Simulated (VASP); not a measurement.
CaH3Pd, 5 atoms in the cell. It takes space group Pm-3m (No. 221, cubic). Conventional cell: a = 3.630 Å, b = 3.630 Å, c = 3.630 Å, α = 90.00°, β = 90.00°, γ = 90.00°. Ca (site symmetry m-3m) has 12 H at 2.57 Å and 8 Pd at 3.14 Å within 3.4 Å. Within 2.4 Å of H (site symmetry 4/mmm) lie 2 Pd at 1.81 Å. Within 2.4 Å of Pd (site symmetry m-3m) lie 6 H at 1.81 Å. 

- Program: VASP 6.6.1
- Task: single point
- Functional: PBEsol
- Potentials or basis: VASP PAW PBE potentials, release 64 (Ca_sv, H, Pd)
- Cutoff: 520 eV
- k mesh: 7 × 7 × 7
- Occupations: fermi-dirac, width 0.05 eV
- Spin: no spin polarisation
- Dipole correction: no
- Further INCAR settings: ALGO = Normal; EDIFF = 1e-06; NBANDS = 20

Potentials or basis: VASP PAW PBE potentials, release 64 (Ca_sv, H, Pd).

Launch:

```console
$ cat potpaw_PBE.64/Ca_sv/POTCAR potpaw_PBE.64/H/POTCAR potpaw_PBE.64/Pd/POTCAR > POTCAR
$ mpirun -np 1 vasp_std > vasp.out
```

Hardware: 1 thread of Intel(R) Xeon(R) 6975P-C (Granite Rapids), with other jobs on the host.

**Question.** How long does it take, and how much memory?

**Answer.** It took 9.9 s on 1 thread of Intel(R) Xeon(R) 6975P-C (Granite Rapids), on a shared host, peak memory 0.17 GiB. Counts: scf iterations 14, k points 20.
